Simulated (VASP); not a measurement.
## MgAu3: relaxation of cell and atoms with LDA

The system is MgAu3.

```
CELL_PARAMETERS angstrom
4.10653 0.00000 0.00000
0.00000 4.10653 0.00000
0.00000 0.00000 4.10653
ATOMIC_POSITIONS crystal
Mg 0.00000 0.00000 0.00000
Au 0.50000 0.50000 0.00000
Au 0.50000 0.00000 0.50000
Au 0.00000 0.50000 0.50000
```

```
Program                : VASP 6.6.1
Task                   : relaxation of cell and atoms
Functional             : LDA
Potentials or basis    : VASP PAW LDA potentials, release 64 (Mg, Au)
Cutoff                 : 600 eV
k mesh                 : 5 × 5 × 5
Occupations            : methfessel-paxton, width 0.1 eV
Spin                   : no spin polarisation
Dipole correction      : no
Further INCAR settings : ALGO = Normal; EDIFF = 1e-06; IBRION = 2; EDIFFG = -0.02; NSW = 60; ISIF = 3
```

The relaxed volume is 16.39 Å³/atom, the relaxed cell is a = 4.032 Å, b = 4.032 Å, c = 4.032 Å, α = 90.00°, β = 90.00°, γ = 90.00° and the space group after relaxing (to 0.1 Å) is Pm-3m (No. 221). The energy gained by relaxing is 23.3 meV/atom and the ionic steps are 3. The pressure after relaxing is -0.1 GPa and the band gap on the k mesh is zero (an odd number of electrons rules out a gap without spin polarisation).

The path:
```csv
step,energy change (eV),largest force (eV/Å),pressure (GPa),volume (Å³)
1,0.0000,0.0000,-7.50,69.25
2,0.0458,0.0000,11.70,61.45
3,-0.0930,0.0000,-0.14,65.55
```

Final structure:
```yaml
crystal:
  lattice:
    - [4.03203, 0.00000, 0.00000]
    - [0.00000, 4.03203, 0.00000]
    - [0.00000, 0.00000, 4.03203]
  atoms:
    - { symbol: Mg, position: [0.00000, 0.00000, 0.00000] }
    - { symbol: Au, position: [0.50000, 0.50000, 0.00000] }
    - { symbol: Au, position: [0.50000, 0.00000, 0.50000] }
    - { symbol: Au, position: [0.00000, 0.50000, 0.50000] }
```

Levels at points of the mesh, in eV from the Fermi level:
```csv
k point,band 13,band 14,band 15,band 16,band 17,band 18,band 19,band 20,band 21
"(0.00, 0.00, 0.00)",-2.43,-2.01,-2.01,-2.01,0.42,0.42,0.42,4.44,4.44
```

Run time: 50 s on 1 thread of Intel Xeon 8259CL (shared host), peak memory 0.19 GiB.

Caveat: spin-orbit coupling is left out, which moves the levels of the heavy elements.
